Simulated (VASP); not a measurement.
# Ge (Fd-3m) in VASP: single point with PBE

Aim: the single point of Ge with PBE.

Everything below comes from runs of VASP 6.6.1. Logs are shortened: lines on timing, memory, paths and dates and some standing lists are left out, and cuts for length are marked.

### Step 1. The cell of the first run

It takes space group Fd-3m (No. 227, cubic). The conventional cell has a = 5.032 Å, b = 5.032 Å, c = 5.032 Å, α = 90.00°, β = 90.00°, γ = 90.00°. Within 2.9 Å of Ge (site symmetry -43m) lie 4 Ge at 2.18 Å.

### Step 2. Single point, PBE (C replaced by Ge, lengths x 1.347, strained)

Input file INCAR:

```
PREC = Accurate ; ENCUT = 500
EDIFF = 1E-6 ; ISMEAR = 0
SIGMA = 0.1 ; LREAL = F
LASPH = T ; NELM = 120
ALGO = Normal ; ISIF = 2
LWAVE = F ; LCHARG = F
GGA = PE ; NBANDS = 21
GGA_COMPAT = F
```

Input file KPOINTS:

```
regular mesh
0
Gamma
  6 6 6
```

Input file POSCAR:

```
Ge
1.0
    0.0000000000      2.5161453703      2.5161453703
    2.5161453703      0.0000000000      2.5161453703
    2.5161453703      2.5161453703      0.0000000000
Ge
2
Direct
    0.5000000000      0.5000000000      0.5000000000
    0.7500000000      0.7500000000      0.7500000000
```

Potentials or basis: VASP PAW PBE potentials, release 64 (Ge_d).

Started as:

```bash
cat potpaw_PBE.64/Ge_d/POTCAR > POTCAR
mpirun -np 1 vasp_std > vasp.out
```

OUTCAR:

```text
PREC = Accurate
   ENCUT = 500
   EDIFF = 1E-6
   ISMEAR = 0
   LREAL = F
   LASPH = T
   NELM = 120
   ISIF = 2
   GGA = PE

 ion  position               nearest neighbor table
   1  0.500  0.500  0.500-   2 2.18   2 2.18   2 2.18   2 2.18
   2  0.750  0.750  0.750-   1 2.18   1 2.18   1 2.18   1 2.18

  LATTYP: Found a face centered cubic cell.
 ALAT       =     5.0322907406

  Lattice vectors:

 A1 = (   0.0000000000,   2.5161453703,   2.5161453703)
 A2 = (   2.5161453703,   0.0000000000,   2.5161453703)
 A3 = (   2.5161453703,   2.5161453703,   0.0000000000)

Analysis of symmetry for initial positions (statically):
=====================================================================
 Subroutine PRICEL returns:
 Original cell was already a primitive cell.

 Routine SETGRP: Setting up the symmetry group for a
 face centered cubic supercell.

 Subroutine GETGRP returns: Found 48 space group operations
 (whereof 24 operations were pure point group operations)
 out of a pool of 48 trial point group operations.

The static configuration has the point symmetry T_d .
 The point group associated with its full space group is O_h .

Analysis of symmetry for dynamics (positions and initial velocities):
=====================================================================
 Subroutine PRICEL returns:
 Original cell was already a primitive cell.

 Routine SETGRP: Setting up the symmetry group for a
 face centered cubic supercell.

 Subroutine GETGRP returns: Found 48 space group operations
 (whereof 24 operations were pure point group operations)
 out of a pool of 48 trial point group operations.

The dynamic configuration has the point symmetry T_d .
 The point group associated with its full space group is O_h .

 Subroutine INISYM returns: Found 48 space group operations
 (whereof 24 operations are pure point group operations),
 and found     1 'primitive' translations

----------------------------------------------------------------------------------------

                                     Primitive cell

  volume of cell :      31.8594

  direct lattice vectors                    reciprocal lattice vectors
     0.000000000  2.516145370  2.516145370    -0.198716658  0.198716658  0.198716658
     2.516145370  0.000000000  2.516145370     0.198716658 -0.198716658  0.198716658
     2.516145370  2.516145370  0.000000000     0.198716658  0.198716658 -0.198716658

  length of vectors
     3.558366908  3.558366908  3.558366908     0.344187349  0.344187349  0.344187349

  position of ions in fractional coordinates (direct lattice)
     0.500000000  0.500000000  0.500000000
     0.750000000  0.750000000  0.750000000

  ion indices of the primitive-cell ions
   primitive index   ion index
                 1           1
                 2           2

----------------------------------------------------------------------------------------

 KPOINTS: regular mesh

Automatic generation of k-mesh.
 Grid dimensions read from file:
 generate k-points for:    6    6    6

 Generating k-lattice:

  Cartesian coordinates                     Fractional coordinates (reciprocal lattice)
    -0.033119443  0.033119443  0.033119443     0.166666667  0.000000000  0.000000000
     0.033119443 -0.033119443  0.033119443     0.000000000  0.166666667  0.000000000
     0.033119443  0.033119443 -0.033119443     0.000000000  0.000000000  0.166666667

  Length of vectors
     0.057364558  0.057364558  0.057364558

  Shift w.r.t. Gamma in fractional coordinates (k-lattice)
     0.000000000  0.000000000  0.000000000

 Subroutine IBZKPT returns following result:
 ===========================================

 Found     16 irreducible k-points:

 Following reciprocal coordinates:
            Coordinates               Weight
  0.000000  0.000000  0.000000      1.000000
  0.166667  0.000000  0.000000      8.000000
  0.333333  0.000000  0.000000      8.000000
  0.500000  0.000000  0.000000      4.000000
  0.166667  0.166667  0.000000      6.000000
  0.333333  0.166667  0.000000     24.000000
[... 8 lines left out ...]
 -0.333333  0.333333  0.166667     24.000000
 -0.333333  0.500000  0.166667     12.000000
   k-points           NKPTS =     16   k-points in BZ     NKDIM =     16   number of bands    NBANDS=     21
   number of dos      NEDOS =    301   number of ions     NIONS =      2
   total plane-waves  NPLWV =  21952
   dimension x,y,z NGX =    28 NGY =   28 NGZ =   28
   dimension x,y,z NGXF=    56 NGYF=   56 NGZF=   56
   ions per type =               2
   NGX,Y,Z   is equivalent  to a cutoff of  13.08, 13.08, 13.08 a.u.
   NGXF,Y,Z  is equivalent  to a cutoff of  26.16, 26.16, 26.16 a.u.
 SYSTEM =  unknown system
   PREC   = accura    normal or accurate (medium, high low for compatibility)
   ISTART =      0    job   : 0-new  1-cont  2-samecut
   ICHARG =      2    charge: 1-file 2-atom 10-const
   ISPIN  =      1    spin polarized calculation?
   LNONCOLLINEAR =      F non collinear calculations
   LSORBIT =      F    spin-orbit coupling
   LASPH  =      T    aspherical Exc in radial PAW
   ENCUT  =  500.0 eV  36.75 Ry    6.06 a.u.   6.49  6.49  6.49*2*pi/ulx,y,z
   NELM   =    120;   NELMIN=  2; NELMDL= -5     # of ELM steps
   EDIFF  = 0.1E-05   stopping-criterion for ELM
   LREAL  =      F    real-space projection
   EDIFFG = 0.1E-04   stopping-criterion for IOM
   NSW    =      0    number of steps for IOM
   IBRION =     -1    ionic relax: 0-MD 1-quasi-New 2-CG
   NFREE  =      0    steps in history (QN), initial steepest desc. (CG)
   ISIF   =      2    stress and relaxation
   ISYM   =      2    0-nonsym 1-usesym 2-fastsym
   POTIM  = 0.5000    time-step for ionic-motion
   TEBEG  =    0.0;   TEEND  =   0.0 temperature during run
   PSTRESS=    0.0 pullay stress
   NELECT =      28.0000    total number of electrons
   NUPDOWN=      -1.0000    fix difference up-down
   EMIN   =  10.00;   EMAX   =-10.00  energy-range for DOS
   EFERMI =   0.00;   METHOD = LEGACY
   ISMEAR =     0;   SIGMA  =   0.10  broadening in eV -4-tet -1-fermi 0-gaus
   EFERMI_NEDOS =   21; number of points for ismear=-14 and -15
   IALGO  =     38    algorithm
   IMIX   =      4    mixing-type and parameters
     AMIX     =   0.40;   BMIX     =  1.00
     AMIX_MAG =   1.60;   BMIX_MAG =  1.00
  volume/ion in A,a.u.               =      15.93       107.50
  Fermi-wavevector in a.u.,A,eV,Ry     =   1.568129  2.963334 33.457114  2.459028
  Thomas-Fermi vector in A             =   2.670206
   LORBIT       =      0    0 simple, 1 ext, 2 COOP (PROOUT), +10 PAW based schemes
   GGA     = PE    functional components
   LHFCALC =     F    Hartree Fock is set to
   AEXX    =    0.0000 exact exchange contribution
   IVDW    =     0    specifies the selected vdW correction
   LEPSILON=     F    determine dielectric tensor
   LRPA    =     F    only Hartree local field effects (RPA)
 non-spin polarized calculation
 Gauss-broadening in eV      SIGMA  =   0.10
  energy-cutoff  :      500.00
  volume of cell :       31.86
 maximum number of plane-waves:       869
 NGX is ok and might be reduce to    28
   NGX = 13   NGY = 13   NGZ = 13

 number of electron      28.0000020 magnetization

 Free energy of the ion-electron system (eV)
  ---------------------------------------------------
  ext. energy  EPLUGINS =         0.00000000
  ---------------------------------------------------
  free energy    TOTEN  =        -6.88592581 eV

  energy without entropy =       -6.88325463  energy(sigma->0) =       -6.88459022

 E-fermi :   9.1505     XC(G=0): -11.7131

 val. band max:        8.3468721847   @ k =   0.1667   0.0000   0.0000
 cond. band min:       9.1803887118   @ k =   0.0000   0.0000   0.0000
 fundamental gap:      0.8335165271
 Fermi energy:         9.1505282920

 k-point     1 :       0.0000    0.0000    0.0000
  band No.  band energies     occupation
      1     -16.6004      2.00000
      2     -16.6004      2.00000
      3     -16.6004      2.00000
      4     -16.5293      2.00000
      5     -16.5293      2.00000
      6     -16.0341      2.00000
[... 13 lines left out ...]
     20      19.6293      0.00000
     21      19.6293      0.00000

 k-point     2 :       0.1667    0.0000    0.0000
  band No.  band energies     occupation
      1     -16.6309      2.00000
      2     -16.6309      2.00000
      3     -16.5914      2.00000
      4     -16.4829      2.00000
      5     -16.4829      2.00000
      6     -16.0586      2.00000
[... 13 lines left out ...]
     20      17.9033      0.00000
     21      17.9794      0.00000

 k-point     3 :       0.3333    0.0000    0.0000
  band No.  band energies     occupation
      1     -16.6506      2.00000
      2     -16.6506      2.00000
      3     -16.5738      2.00000
      4     -16.4398      2.00000
      5     -16.4398      2.00000
      6     -16.0792      2.00000
[... 13 lines left out ...]
     20      19.0385      0.00000
     21      19.3593      0.00000

 k-point     4 :       0.5000    0.0000    0.0000
  band No.  band energies     occupation
      1     -16.6524      2.00000
      2     -16.6524      2.00000
      3     -16.5651      2.00000
      4     -16.4314      2.00000
      5     -16.4314      2.00000
      6     -16.0875      2.00000
[... 13 lines left out ...]
     20      22.3087      0.00000
     21      22.3589      0.00000

 k-point     5 :       0.1667    0.1667    0.0000
  band No.  band energies     occupation
      1     -16.6351      2.00000
      2     -16.6195      2.00000
      3     -16.6195      2.00000
      4     -16.4884      2.00000
      5     -16.4310      2.00000
      6     -16.1514      2.00000
[... 13 lines left out ...]
     20      18.9875      0.00000
     21      20.1921      0.00000
[... 190 lines left out ...]
     20      24.1740      0.00000
     21      24.7701      0.00000

 k-point    14 :       0.5000    0.3333    0.1667
  band No.  band energies     occupation
      1     -16.6884      2.00000
      2     -16.6865      2.00000
      3     -16.5192      2.00000
      4     -16.3879      2.00000
      5     -16.2985      2.00000
      6     -16.2779      2.00000
[... 13 lines left out ...]
     20      21.1983      0.00000
     21      24.0345      0.00000

 k-point    15 :      -0.3333    0.3333    0.1667
  band No.  band energies     occupation
      1     -16.7147      2.00000
      2     -16.6900      2.00000
      3     -16.4697      2.00000
      4     -16.3472      2.00000
      5     -16.2835      2.00000
      6     -16.2758      2.00000
[... 13 lines left out ...]
     20      23.0330      0.00000
     21      23.4662      0.00000

 k-point    16 :      -0.3333    0.5000    0.1667
  band No.  band energies     occupation
      1     -16.7025      2.00000
      2     -16.7025      2.00000
      3     -16.4270      2.00000
      4     -16.4270      2.00000
      5     -16.2477      2.00000
      6     -16.2477      2.00000
[... 13 lines left out ...]
     20      23.1904      0.00000
     21      24.9721      0.00000

------------------------ aborting loop because EDIFF is reached ----------------------------------------

  FORCE on cell =-STRESS in cart. coord.  units (eV):
  Direction    XX          YY          ZZ          XY          YZ          ZX
  --------------------------------------------------------------------------------------
  -------------------------------------------------------------------------------------
  Total       12.2157034     12.2157034     12.2157034     -0.0000000      0.0000000     -0.0000000
  in kB      614.3160733    614.3160733    614.3160733     -0.0000000      0.0000000     -0.0000000
  external PRESSURE =     614.3160733 kB  Pullay stress =       0.0000000 kB

 VOLUME and BASIS-vectors are now :
 -----------------------------------------------------------------------------
  energy-cutoff  :      500.00
  volume of cell :       31.86
      direct lattice vectors                 reciprocal lattice vectors
     0.000000000  2.516145370  2.516145370    -0.198716658  0.198716658  0.198716658
     2.516145370  0.000000000  2.516145370     0.198716658 -0.198716658  0.198716658
     2.516145370  2.516145370  0.000000000     0.198716658  0.198716658 -0.198716658

 POSITION                                       TOTAL-FORCE (eV/Angst)
 -----------------------------------------------------------------------------------
      2.51615      2.51615      2.51615        -0.000000     -0.000000     -0.000000
      3.77422      3.77422      3.77422         0.000000      0.000000      0.000000
 -----------------------------------------------------------------------------------
    total drift:                                0.000000      0.000000      0.000000

  FREE ENERGIE OF THE ION-ELECTRON SYSTEM (eV)
  ---------------------------------------------------
  free  energy   TOTEN  =        -6.8859258080 eV

  energy  without entropy=       -6.8832546252  energy(sigma->0) =       -6.88459022
```

It took 10 s on 1 thread of Intel Xeon Platinum 8375C at 2.90GHz (Ice Lake), shared host; peak memory 0.15 GiB.

What came out:

* Free energy: -6.8859 eV
* Pressure: 61.4 GPa

Levels at points of the mesh, in eV from the Fermi level:
```csv
k point,band 10,band 11,band 12,band 13,band 14,band 15,band 16,band 17,band 18,band 19
"(0.00, 0.00, 0.00)",-25.11,-16.03,0.03,0.03,0.03,2.59,2.59,2.59,3.64,7.24
"(0.50, 0.00, 0.00)",-25.07,-12.88,-9.85,-2.05,-2.05,1.48,3.75,3.75,7.00,13.16
"(0.50, 0.50, 0.00)",-25.04,-10.60,-10.60,-4.57,-4.57,0.07,0.07,12.72,12.72,15.02
```

Caveat: the k points lie up to 0.36 Å⁻¹ apart; the cell differs from its parent crystal (C replaced by Ge, lengths x 1.347, strained).
